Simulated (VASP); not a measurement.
# Sn (P6/mmm) in VASP: single point with PBE

Aim: the single point of Sn with PBE.

Everything below comes from runs of VASP 6.6.1. Logs are shortened: lines on timing, memory, paths and dates and some standing lists are left out, and cuts for length are marked.

### Step 1. The cell of the first run

The structure is hexagonal, space group P6/mmm (No. 191). Conventional cell: a = 5.042 Å, b = 5.042 Å, c = 2.724 Å, α = 90.00°, β = 90.00°, γ = 120.00°. Within 3.6 Å of Sn (site symmetry -6m2) lie 5 Sn at 2.72 to 2.91 Å.

### Step 2. Single point, PBE

INCAR reads:

```
ALGO = Normal
EDIFF = 1E-6
ENCUT = 520
GGA = PE
ISIF = 2
ISMEAR = 0
LASPH = True
LCHARG = True
LELF = True
LREAL = False
LVHAR = True
LWAVE = False
NBANDS = 21
NELM = 100
PREC = Accurate
SIGMA = 0.1
```

KPOINTS reads:

```
k-points
0
Gamma
  6 6 6
```

POSCAR reads:

```
Sn
1.0
    5.0417528700      0.0000000000      0.0000000000
   -2.5208764300      4.3662860600      0.0000000000
    0.0000000000      0.0000000000      2.7235571600
Sn
2
Direct
    0.3333333300      0.6666666700      0.0000000000
    0.6666666700      0.3333333300      0.0000000000
```

Potentials or basis: VASP PAW PBE potentials, release 64 (Sn_d).

Started as:

```console
$ cat potpaw_PBE.64/Sn_d/POTCAR > POTCAR
$ mpirun -np 1 vasp_std > vasp.out
```

OUTCAR:

```text
EDIFF = 1E-6
   ENCUT = 520
   GGA = PE
   ISIF = 2
   ISMEAR = 0
   LASPH = True
   LREAL = False
   NELM = 100
   PREC = Accurate

 ion  position               nearest neighbor table
   1  0.333  0.667  0.000-   2 2.91   2 2.91   2 2.91
   2  0.667  0.333  0.000-   1 2.91   1 2.91   1 2.91

  LATTYP: Found a hexagonal cell.
 ALAT       =     5.0417528700
 C/A-ratio  =     0.5402004482

  Lattice vectors:

 A1 = (   5.0417528700,   0.0000000000,   0.0000000000)
 A2 = (  -2.5208764300,   4.3662860600,   0.0000000000)
 A3 = (   0.0000000000,   0.0000000000,   2.7235571600)

Analysis of symmetry for initial positions (statically):
=====================================================================
 Subroutine PRICEL returns:
 Original cell was already a primitive cell.

 Routine SETGRP: Setting up the symmetry group for a
 hexagonal supercell.

 Subroutine GETGRP returns: Found 24 space group operations
 (whereof 24 operations were pure point group operations)
 out of a pool of 24 trial point group operations.

The static configuration has the point symmetry D_6h.

Analysis of symmetry for dynamics (positions and initial velocities):
=====================================================================
 Subroutine PRICEL returns:
 Original cell was already a primitive cell.

 Routine SETGRP: Setting up the symmetry group for a
 hexagonal supercell.

 Subroutine GETGRP returns: Found 24 space group operations
 (whereof 24 operations were pure point group operations)
 out of a pool of 24 trial point group operations.

The dynamic configuration has the point symmetry D_6h.

 Subroutine INISYM returns: Found 24 space group operations
 (whereof 24 operations are pure point group operations),
 and found     1 'primitive' translations

----------------------------------------------------------------------------------------

                                     Primitive cell

  volume of cell :      59.9557

  direct lattice vectors                    reciprocal lattice vectors
     5.041752870  0.000000000  0.000000000     0.198343716  0.114513798  0.000000000
    -2.520876430  4.366286060  0.000000000     0.000000000  0.229027596  0.000000000
     0.000000000  0.000000000  2.723557160     0.000000000  0.000000000  0.367166886

  length of vectors
     5.041752870  5.041752863  2.723557160     0.229027596  0.229027596  0.367166886

  position of ions in fractional coordinates (direct lattice)
     0.333333330  0.666666670  0.000000000
     0.666666670  0.333333330  0.000000000

  ion indices of the primitive-cell ions
   primitive index   ion index
                 1           1
                 2           2

----------------------------------------------------------------------------------------

 KPOINTS: k-points

Automatic generation of k-mesh.
 Grid dimensions read from file:
 generate k-points for:    6    6    6

 Generating k-lattice:

  Cartesian coordinates                     Fractional coordinates (reciprocal lattice)
     0.033057286  0.019085633  0.000000000     0.166666667  0.000000000  0.000000000
     0.000000000  0.038171266  0.000000000     0.000000000  0.166666667  0.000000000
     0.000000000  0.000000000  0.061194481     0.000000000  0.000000000  0.166666667

  Length of vectors
     0.038171266  0.038171266  0.061194481

  Shift w.r.t. Gamma in fractional coordinates (k-lattice)
     0.000000000  0.000000000  0.000000000

 Subroutine IBZKPT returns following result:
 ===========================================

 Found     28 irreducible k-points:

 Following reciprocal coordinates:
            Coordinates               Weight
  0.000000  0.000000  0.000000      1.000000
  0.166667 -0.000000  0.000000      6.000000
  0.333333 -0.000000  0.000000      6.000000
  0.500000  0.000000  0.000000      3.000000
  0.166667  0.166667  0.000000      6.000000
  0.333333  0.166667  0.000000     12.000000
[... 16 lines left out ...]
  0.166667 -0.000000  0.500000      6.000000
  0.333333 -0.000000  0.500000      6.000000
 [... further k-points ...]
   k-points           NKPTS =     28   k-points in BZ     NKDIM =     28   number of bands    NBANDS=     21
   number of dos      NEDOS =    301   number of ions     NIONS =      2
   total plane-waves  NPLWV =  32000
   dimension x,y,z NGX =    40 NGY =   40 NGZ =   20
   dimension x,y,z NGXF=    80 NGYF=   80 NGZF=   40
   ions per type =               2
   NGX,Y,Z   is equivalent  to a cutoff of  13.19, 13.19, 12.21 a.u.
   NGXF,Y,Z  is equivalent  to a cutoff of  26.38, 26.38, 24.42 a.u.
 SYSTEM =  unknown system
   PREC   = accura    normal or accurate (medium, high low for compatibility)
   ISTART =      0    job   : 0-new  1-cont  2-samecut
   ICHARG =      2    charge: 1-file 2-atom 10-const
   ISPIN  =      1    spin polarized calculation?
   LNONCOLLINEAR =      F non collinear calculations
   LSORBIT =      F    spin-orbit coupling
   LASPH  =      T    aspherical Exc in radial PAW
   ENCUT  =  520.0 eV  38.22 Ry    6.18 a.u.   9.37  9.37  5.06*2*pi/ulx,y,z
   NELM   =    100;   NELMIN=  2; NELMDL= -5     # of ELM steps
   EDIFF  = 0.1E-05   stopping-criterion for ELM
   LREAL  =      F    real-space projection
   EDIFFG = 0.1E-04   stopping-criterion for IOM
   NSW    =      0    number of steps for IOM
   IBRION =     -1    ionic relax: 0-MD 1-quasi-New 2-CG
   NFREE  =      0    steps in history (QN), initial steepest desc. (CG)
   ISIF   =      2    stress and relaxation
   ISYM   =      2    0-nonsym 1-usesym 2-fastsym
   POTIM  = 0.5000    time-step for ionic-motion
   TEBEG  =    0.0;   TEEND  =   0.0 temperature during run
   PSTRESS=    0.0 pullay stress
   NELECT =      28.0000    total number of electrons
   NUPDOWN=      -1.0000    fix difference up-down
   EMIN   =  10.00;   EMAX   =-10.00  energy-range for DOS
   EFERMI =   0.00;   METHOD = LEGACY
   ISMEAR =     0;   SIGMA  =   0.10  broadening in eV -4-tet -1-fermi 0-gaus
   EFERMI_NEDOS =   21; number of points for ismear=-14 and -15
   IALGO  =     38    algorithm
   IMIX   =      4    mixing-type and parameters
     AMIX     =   0.40;   BMIX     =  1.00
     AMIX_MAG =   1.60;   BMIX_MAG =  1.00
  volume/ion in A,a.u.               =      29.98       202.30
  Fermi-wavevector in a.u.,A,eV,Ry     =   1.270138  2.400212 21.949591  1.613249
  Thomas-Fermi vector in A             =   2.403141
   LORBIT       =      0    0 simple, 1 ext, 2 COOP (PROOUT), +10 PAW based schemes
   GGA     = PE    functional components
   LHFCALC =     F    Hartree Fock is set to
   AEXX    =    0.0000 exact exchange contribution
   IVDW    =     0    specifies the selected vdW correction
   LEPSILON=     F    determine dielectric tensor
   LRPA    =     F    only Hartree local field effects (RPA)
 non-spin polarized calculation
 Gauss-broadening in eV      SIGMA  =   0.10
  energy-cutoff  :      520.00
  volume of cell :       59.96
 maximum number of plane-waves:      1642
 NGX is ok and might be reduce to    40
   NGX = 19   NGY = 19   NGZ = 11

 number of electron      28.0000004 magnetization

 Free energy of the ion-electron system (eV)
  ---------------------------------------------------
  ext. energy  EPLUGINS =         0.00000000
  ---------------------------------------------------
  free energy    TOTEN  =        -6.68694422 eV

  energy without entropy =       -6.67259238  energy(sigma->0) =       -6.67976830

 E-fermi :   6.7137     XC(G=0):  -9.4820

 val. band max:        6.6966198416   @ k =   0.5000   0.0000   0.5000
 cond. band min:       6.7225144891   @ k =   0.5000   0.0000   0.3333
 fundamental gap:      0.0258946475
 Fermi energy:         6.7137144935

 k-point     1 :       0.0000    0.0000    0.0000
  band No.  band energies     occupation
      1     -15.2235      2.00000
      2     -15.0599      2.00000
      3     -14.7242      2.00000
      4     -14.7242      2.00000
      5     -14.5655      2.00000
      6     -14.5655      2.00000
[... 13 lines left out ...]
     20      20.5021      0.00000
     21      20.5021      0.00000

 k-point     2 :       0.1667   -0.0000    0.0000
  band No.  band energies     occupation
      1     -15.2163      2.00000
      2     -15.0742      2.00000
      3     -14.7550      2.00000
      4     -14.7322      2.00000
      5     -14.5503      2.00000
      6     -14.5319      2.00000
[... 13 lines left out ...]
     20      18.4726      0.00000
     21      20.0033      0.00000

 k-point     3 :       0.3333   -0.0000    0.0000
  band No.  band energies     occupation
      1     -15.1966      2.00000
      2     -15.1075      2.00000
      3     -14.7979      2.00000
      4     -14.7447      2.00000
      5     -14.5238      2.00000
      6     -14.5037      2.00000
[... 13 lines left out ...]
     20      16.5663      0.00000
     21      19.3451      0.00000

 k-point     4 :       0.5000    0.0000    0.0000
  band No.  band energies     occupation
      1     -15.1788      2.00000
      2     -15.1318      2.00000
      3     -14.8150      2.00000
      4     -14.7499      2.00000
      5     -14.5120      2.00000
      6     -14.5055      2.00000
[... 13 lines left out ...]
     20      17.3914      0.00000
     21      18.4147      0.00000

 k-point     5 :       0.1667    0.1667    0.0000
  band No.  band energies     occupation
      1     -15.2026      2.00000
      2     -15.0978      2.00000
      3     -14.8020      2.00000
      4     -14.7207      2.00000
      5     -14.5523      2.00000
      6     -14.5035      2.00000
[... 13 lines left out ...]
     20      18.0414      0.00000
     21      19.1102      0.00000

 k-point     6 :       0.3333    0.1667    0.0000
  band No.  band energies     occupation
      1     -15.1797      2.00000
      2     -15.1298      2.00000
      3     -14.8397      2.00000
      4     -14.7036      2.00000
      5     -14.5605      2.00000
      6     -14.5070      2.00000
[... 13 lines left out ...]
     20      17.0490      0.00000
     21      18.5971      0.00000

 k-point     7 :       0.3333    0.3333    0.0000
  band No.  band energies     occupation
      1     -15.1558      2.00000
      2     -15.1558      2.00000
      3     -14.8623      2.00000
      4     -14.6307      2.00000
      5     -14.6307      2.00000
      6     -14.5092      2.00000
[... 13 lines left out ...]
     20      17.7679      0.00000
     21      17.7679      0.00000
[... 291 lines left out ...]
      1     -14.8074      2.00000
      2     -14.7885      2.00000
      3     -14.7375      2.00000
      4     -14.7245      2.00000
      5     -14.6774      2.00000
      6     -14.6453      2.00000
[... 13 lines left out ...]
     20      14.4125      0.00000
     21      15.9975      0.00000

 k-point    21 :       0.3333    0.3333    0.3333
  band No.  band energies     occupation
      1     -14.8232      2.00000
      2     -14.7948      2.00000
      3     -14.7073      2.00000
      4     -14.7073      2.00000
      5     -14.6846      2.00000
      6     -14.6846      2.00000
[... 13 lines left out ...]
     20      15.8963      0.00000
     21      17.6358      0.00000

 k-point    22 :       0.0000    0.0000    0.5000
  band No.  band energies     occupation
      1     -14.8669      2.00000
      2     -14.8669      2.00000
      3     -14.7088      2.00000
      4     -14.7088      2.00000
      5     -14.6793      2.00000
      6     -14.6793      2.00000
[... 13 lines left out ...]
     20      12.3969      0.00000
     21      14.3106      0.00000

 k-point    23 :       0.1667   -0.0000    0.5000
  band No.  band energies     occupation
      1     -14.8707      2.00000
      2     -14.8597      2.00000
      3     -14.7170      2.00000
      4     -14.7074      2.00000
      5     -14.7050      2.00000
      6     -14.6966      2.00000
[... 13 lines left out ...]
     20      12.3516      0.00000
     21      14.0077      0.00000

 k-point    24 :       0.3333   -0.0000    0.5000
  band No.  band energies     occupation
      1     -14.8779      2.00000
      2     -14.8424      2.00000
      3     -14.7475      2.00000
      4     -14.7366      2.00000
      5     -14.7282      2.00000
      6     -14.6980      2.00000
[... 13 lines left out ...]
     20      13.9377      0.00000
     21      15.2794      0.00000

 [... further k-points ...]
[... 5 lines left out ...]
  --------------------------------------------------------------------------------------
  -------------------------------------------------------------------------------------
  Total        1.8875499      1.8875499     10.0255364      0.0000000     -0.0000000      0.0000000
  in kB       50.4404313     50.4404312    267.9094096      0.0000001     -0.0000000      0.0000000
  external PRESSURE =     122.9300907 kB  Pullay stress =       0.0000000 kB

 VOLUME and BASIS-vectors are now :
 -----------------------------------------------------------------------------
  energy-cutoff  :      520.00
  volume of cell :       59.96
      direct lattice vectors                 reciprocal lattice vectors
     5.041752870  0.000000000  0.000000000     0.198343716  0.114513798  0.000000000
    -2.520876430  4.366286060  0.000000000     0.000000000  0.229027596  0.000000000
     0.000000000  0.000000000  2.723557160     0.000000000  0.000000000  0.367166886

 POSITION                                       TOTAL-FORCE (eV/Angst)
 -----------------------------------------------------------------------------------
     -0.00000      2.91086      0.00000        -0.000000      0.000000      0.000000
      2.52088      1.45543      0.00000         0.000000     -0.000000     -0.000000
 -----------------------------------------------------------------------------------
    total drift:                                0.000000     -0.000000      0.000000

  FREE ENERGIE OF THE ION-ELECTRON SYSTEM (eV)
  ---------------------------------------------------
  free  energy   TOTEN  =        -6.6869442164 eV

  energy  without entropy=       -6.6725923799  energy(sigma->0) =       -6.67976830
```

Run time: 17 s. Hardware: 1 thread of AMD EPYC 9R45 (Zen 5), shared host; peak memory 0.16 GiB.

What came out:

```yaml
Free_energy: -6.6869 eV
Pressure: 12.3 GPa
Band_gap_on_the_k_mesh: zero (band 14 reaches 8.30 eV, above the bottom of band 15 at 5.92 eV)
```

Stress tensor (GPa, compression positive):
```
 5.04  0.00  0.00
 0.00  5.04  0.00
 0.00  0.00 26.79
```

Levels at points of the mesh, in eV from the Fermi level:
```
           k point  band 11  band 12  band 13  band 14  band 15  band 16  band 17  band 18
(0.00, 0.00, 0.00)   -11.31    -5.42    -2.82    -2.82     0.83     0.83     4.05     9.10
(0.50, 0.00, 0.00)   -10.07    -8.66    -3.75    -1.77     3.70     4.31     5.59     7.34
(0.00, 0.00, 0.50)    -6.36    -4.91    -0.74     0.54     0.90     0.90     4.94     4.94
(0.50, 0.00, 0.50)    -5.12    -3.83    -3.78    -2.62    -0.02     2.88     4.76     4.80
```

Caveat: the k points lie up to 0.38 Å⁻¹ apart; spin-orbit coupling is left out, which moves the levels of the heavy elements.
